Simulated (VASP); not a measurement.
Runs of VASP 6.6.1 on LiCl. The structure is that of space group Fm-3m (No. 225), or close to it. The cells are those of the table. 

| level | cell | gap on the mesh (eV) |
| --- | --- | --- |
| r2SCAN | a = 3.541 Å, angles 60.0°, 2 atoms | 7.62 |
| PBE | a = 3.677 Å, angles 60.0°, 2 atoms | 6.11 |
| PBE | a = 3.567 Å, angles 60.0°, 2 atoms | 6.64 |
| r2SCAN | a = 3.578 Å, angles 60.0°, 2 atoms | (a) |
| PBE | a = 3.712 Å, angles 60.0°, 2 atoms | (b) |
| PBE | a = 3.641 Å, angles 60.0°, 2 atoms | 6.27 |
| r2SCAN | a = 3.651 Å, angles 60.0°, 2 atoms | 7.18 |
| PBE | a = 3.604 Å, angles 60.0°, 2 atoms | 6.45 |
| PBE | a = 3.615 Å, angles 60.0°, 2 atoms | 6.40 |
| r2SCAN | a = 3.615 Å, angles 60.0°, 2 atoms | 7.36 |
| r2SCAN | a = 3.686 Å, angles 60.0°, 2 atoms | 7.01 |

Alike in all rows: task single point; potentials or basis VASP PAW PBE potentials, release 64 (Li_sv, Cl); no spin polarisation; k mesh 8 × 8 × 8; cutoff (eV) 520; smearing gaussian 0.01 eV.

Fill in the values left out.

(a) 7.57; (b) 5.96.

A k mesh can miss the band edges.
